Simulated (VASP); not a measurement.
Input of a VASP 6.6.1 run:

Contents of INCAR:

```
ALGO     = Normal         # electronic algorithm
EDIFF    = 1E-6           # SCF threshold, eV
ENCUT    = 500            # plane-wave cutoff, eV
GGA      = PE             # functional
GGA_COMPAT= False        
ISIF     = 2              # what is computed and relaxed
ISMEAR   = 0              # smearing method
LASPH    = True           # aspherical terms in the spheres
LCHARG   = False          # write CHGCAR
LREAL    = False          # projectors in reciprocal space
LWAVE    = False          # write WAVECAR
NBANDS   = 22             # bands
NELM     = 120            # most SCF steps
PREC     = Accurate       # precision mode
SIGMA    = 0.1            # smearing width, eV
```

File KPOINTS:

```
k-points
0
Gamma
  4 4 4
```

The input POSCAR:

```
SiSbTe3
1.0
    5.7048528230      0.0000000000      0.0000000000
    0.0000000000      5.7048528230      0.0000000000
    0.0000000000      0.0000000000      5.7048528230
Si Sb Te
1 1 3
Direct
    0.0000000000      0.0000000000      0.0000000000
    0.5000000000      0.5000000000      0.5000000000
    0.0000000000      0.5000000000      0.5000000000
    0.5000000000      0.5000000000      0.0000000000
    0.5000000000      0.0000000000      0.5000000000
```

Potentials or basis: VASP PAW PBE potentials, release 64 (Si, Sb, Te).

The run is started by

```sh
$ cat potpaw_PBE.64/Si/POTCAR potpaw_PBE.64/Sb/POTCAR potpaw_PBE.64/Te/POTCAR > POTCAR
$ mpirun -np 1 vasp_std > vasp.out
```

Question: Estimate the pressure.

Answer: 0.2 GPa.
